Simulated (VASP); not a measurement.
# Nb in VASP: further runs, part 3 of 3

VASP 6.6.1. Earlier steps stand in the parts before.

## 5. Single point, PBEsol

This run uses another cell than the first one, of 20.47 Å³/atom.

INCAR reads:

```
  ALGO = Normal
  EDIFF = 1E-6
  ENCUT = 500
  GGA = PS
  GGA_COMPAT = False
  ISIF = 2
  ISMEAR = -1
  LASPH = True
  LCHARG = True
  LELF = True
  LREAL = False
  LVHAR = True
  LWAVE = False
  NBANDS = 12
  NELM = 120
  PREC = Accurate
  SIGMA = 0.05
```

KPOINTS reads:

```
k-points
0
Gamma
  11 11 11
```

POSCAR reads:

```
Nb
1.0
    0.0000000000      2.1996000000      2.1150000000
    2.1996000000      0.0000000000      2.1150000000
    2.1996000000      2.1996000000      0.0000000000
Nb
1
Direct
    0.0000000000      0.0000000000      0.0000000000
```

The run is started by

```sh
$ cat potpaw_PBE.64/Nb_sv/POTCAR > POTCAR
$ mpirun -np 1 vasp_std > vasp.out
```

Run time: 20 s. Hardware: 1 thread of Intel Xeon 8259CL, shared host; peak memory 0.16 GiB.

It converged, with:

```
Free energy            : -10.4853 eV
Pressure               : -17.7 GPa
Band gap on the k mesh : zero (an odd number of electrons rules out a gap without spin polarisation)
```

Stress tensor (GPa, compression positive):
```
-14.97   0.00   0.00
  0.00 -14.97   0.00
  0.00   0.00 -23.09
```

Levels at points of the mesh, in eV from the Fermi level:
```csv
k point,band 4,band 5,band 6,band 7,band 8,band 9
"(0.00, 0.00, 0.00)",-30.36,-6.03,0.01,0.01,0.42,2.16
```

Caveat: the stress differs along the axes, from -23 to -15 GPa; the PAW data sets were made with another functional, which shifts forces and pressure a little.

## 6. Single point, PBE

This run uses another cell than the first one, of 18.92 Å³/atom.

INCAR reads:

```
SYSTEM = Nb
PREC = Accurate
ENCUT = 520
EDIFF = 1E-6
ISMEAR = -1
SIGMA = 0.05
LREAL = .FALSE.
LASPH = .TRUE.
NELM = 80
ALGO = Fast
ISIF = 2
LWAVE = .FALSE.
LCHARG = .TRUE.
GGA = PE
LELF = .TRUE.
LVHAR = .TRUE.
NBANDS = 12
```

KPOINTS reads:

```
regular mesh
0
G
  8 8 8
  0 0 0
```

POSCAR reads:

```
Nb
1.0
    0.0000000000      2.1150000000      2.1150000000
    2.1150000000      0.0000000000      2.1150000000
    2.1150000000      2.1150000000      0.0000000000
Nb
1
Direct
    0.0000000000      0.0000000000      0.0000000000
```

Potentials or basis: VASP PAW PBE potentials, release 64 (Nb_sv).

The run is started by

```sh
$ cat potpaw_PBE.64/Nb_sv/POTCAR > POTCAR
$ mpirun -np 1 vasp_std > vasp.out
```

OUTCAR:

```text
SYSTEM = Nb
   PREC = Accurate
   ENCUT = 520
   EDIFF = 1E-6
   ISMEAR = -1
   LREAL = .FALSE.
   LASPH = .TRUE.
   NELM = 80
   ISIF = 2
   GGA = PE

 ion  position               nearest neighbor table
   1  0.000  0.000  0.000-

  LATTYP: Found a face centered cubic cell.
 ALAT       =     4.2300000000

  Lattice vectors:

 A1 = (   0.0000000000,   2.1150000000,   2.1150000000)
 A2 = (   2.1150000000,   0.0000000000,   2.1150000000)
 A3 = (   2.1150000000,   2.1150000000,   0.0000000000)

Analysis of symmetry for initial positions (statically):
=====================================================================
 Subroutine PRICEL returns:
 Original cell was already a primitive cell.

 Routine SETGRP: Setting up the symmetry group for a
 face centered cubic supercell.

 Subroutine GETGRP returns: Found 48 space group operations
 (whereof 48 operations were pure point group operations)
 out of a pool of 48 trial point group operations.

The static configuration has the point symmetry O_h .

Analysis of symmetry for dynamics (positions and initial velocities):
=====================================================================
 Subroutine PRICEL returns:
 Original cell was already a primitive cell.

 Routine SETGRP: Setting up the symmetry group for a
 face centered cubic supercell.

 Subroutine GETGRP returns: Found 48 space group operations
 (whereof 48 operations were pure point group operations)
 out of a pool of 48 trial point group operations.

The dynamic configuration has the point symmetry O_h .

 Subroutine INISYM returns: Found 48 space group operations
 (whereof 48 operations are pure point group operations),
 and found     1 'primitive' translations

----------------------------------------------------------------------------------------

                                     Primitive cell

  volume of cell :      18.9217

[... 111 lines left out ...]
   GGA     = PE    functional components
   LHFCALC =     F    Hartree Fock is set to
   AEXX    =    0.0000 exact exchange contribution
   IVDW    =     0    specifies the selected vdW correction
   LEPSILON=     F    determine dielectric tensor
   LRPA    =     F    only Hartree local field effects (RPA)
 non-spin polarized calculation
 RMM-DIIS sequential band-by-band and
  energy-cutoff  :      520.00
  volume of cell :       18.92
 maximum number of plane-waves:       531
 NGX is ok and might be reduce to    24
   NGX = 11   NGY = 11   NGZ = 11

 number of electron      13.0000001 magnetization

 Free energy of the ion-electron system (eV)
  ---------------------------------------------------
  ext. energy  EPLUGINS =         0.00000000
  ---------------------------------------------------
  free energy    TOTEN  =        -9.88831887 eV

  energy without entropy =       -9.87624232  energy(sigma->0) =       -9.88228059

 E-fermi :  10.8744     XC(G=0): -12.2476

 val. band max:       10.8284494601   @ k =   0.5000   0.2500   0.0000
 cond. band min:      10.8869231113   @ k =  -0.2500   0.1250   0.0000
 fundamental gap:      0.0584736511
 Fermi energy:        10.8744411993

 k-point     1 :       0.0000    0.0000    0.0000
  band No.  band energies     occupation
      1     -43.9280      2.00000
      2     -19.3322      2.00000
      3     -19.3322      2.00000
      4     -19.3322      2.00000
      5       4.6506      2.00000
      6      10.9745      0.23836
      7      10.9745      0.23836
      8      10.9745      0.23836
      9      13.5391      0.00000
     10      13.5391      0.00000
     11      22.6678      0.00000
     12      27.4045      0.00000
[... 331 lines left out ...]
 k-point    24 :      -0.3750    0.2500    0.1250
  band No.  band energies     occupation
      1     -43.7103      2.00000
      2     -20.3317      2.00000
      3     -19.7911      2.00000
      4     -19.5800      2.00000
      5       8.3027      2.00000
      6       9.2705      2.00000
      7      10.7375      1.87857
      8      12.0333      0.00000
      9      15.1264      0.00000
     10      18.0921      0.00000
     11      20.3674      0.00000
     12      24.9360      0.00000

 [... further k-points ...]

------------------------ aborting loop because EDIFF is reached ----------------------------------------

  FORCE on cell =-STRESS in cart. coord.  units (eV):
  Direction    XX          YY          ZZ          XY          YZ          ZX
  --------------------------------------------------------------------------------------
  -------------------------------------------------------------------------------------
  Total       -0.2455966     -0.2455966     -0.2455966      0.0000000      0.0000000     -0.0000000
  in kB      -20.7956168    -20.7956168    -20.7956168      0.0000000      0.0000000     -0.0000000
  external PRESSURE =     -20.7956168 kB  Pullay stress =       0.0000000 kB

 VOLUME and BASIS-vectors are now :
 -----------------------------------------------------------------------------
  energy-cutoff  :      520.00
  volume of cell :       18.92
      direct lattice vectors                 reciprocal lattice vectors
     0.000000000  2.115000000  2.115000000    -0.236406619  0.236406619  0.236406619
     2.115000000  0.000000000  2.115000000     0.236406619 -0.236406619  0.236406619
     2.115000000  2.115000000  0.000000000     0.236406619  0.236406619 -0.236406619

 POSITION                                       TOTAL-FORCE (eV/Angst)
 -----------------------------------------------------------------------------------
      0.00000      0.00000      0.00000         0.000000      0.000000      0.000000
 -----------------------------------------------------------------------------------
    total drift:                               -0.000000     -0.000000      0.000000

  FREE ENERGIE OF THE ION-ELECTRON SYSTEM (eV)
  ---------------------------------------------------
  free  energy   TOTEN  =        -9.8883188694 eV

  energy  without entropy=       -9.8762423195  energy(sigma->0) =       -9.88228059
```

stdout:

```text
POSCAR found type information on POSCAR Nb
 POSCAR found :  1 types and       1 ions
 scaLAPACK will be used
 LDA part: xc-table for (Slater+PW92), standard interpolation
 POSCAR, INCAR and KPOINTS ok, starting setup
 FFT: planning ... GRIDC
 FFT: planning ... GRID_SOFT
 FFT: planning ... GRID
 WAVECAR not read
 entering main loop
```

Wall time 14 s (1 thread of AMD EPYC 7R13 (Zen 3), shared host); peak memory 0.11 GiB.

Results:

| Property | Result |
| --- | --- |
| Free energy | -9.8883 eV |
| Pressure | -2.1 GPa |
| Band gap on the k mesh | zero (an odd number of electrons rules out a gap without spin polarisation) |

## 7. Overview

| level | cell | k mesh | cutoff (eV) | gap on the mesh (eV) | pressure (GPa) |
| --- | --- | --- | --- | --- | --- |
| PBEsol | a = 2.932, b = 2.932, c = 2.871 Å, angles 60.7, 60.7, 58.6°, 1 atom | 11 × 11 × 11 | 500 | none | 6.1 |
| PBEsol | a = 2.961, b = 2.961, c = 2.931 Å, angles 60.3, 60.3, 59.3°, 1 atom | 11 × 11 × 11 | 500 | none | -1.3 |
| PBEsol | a = 3.021, b = 3.021, c = 3.051 Å, angles 59.7, 59.7, 60.7°, 1 atom | 11 × 11 × 11 | 500 | none | -13.1 |
| PBEsol | a = 3.051, b = 3.051, c = 3.111 Å, angles 59.4, 59.4, 61.3°, 1 atom | 11 × 11 × 11 | 500 | none | -17.7 |
| PBE | a = 2.991 Å, angles 60.0°, 1 atom | 8 × 8 × 8 | 520 | none | -2.1 |

Alike in all rows: task single point; potentials or basis VASP PAW PBE potentials, release 64 (Nb_sv); no spin polarisation; smearing fermi-dirac 0.05 eV.

Caveats: the PAW data sets were made with another functional, which shifts forces and pressure a little (at least some runs); the stress differs along the axes, from 2 to 14 GPa (at least some runs); the stress differs along the axes, from -3 to 2 GPa (at least some runs); the cell stands under tension (at least some runs); the stress differs along the axes, from -23 to -15 GPa (at least some runs).

Total energies depend on the potentials used, so only differences within one code and one set of settings carry meaning.

The gap in the log of VASP goes by the Fermi energy; the results here count the filled bands.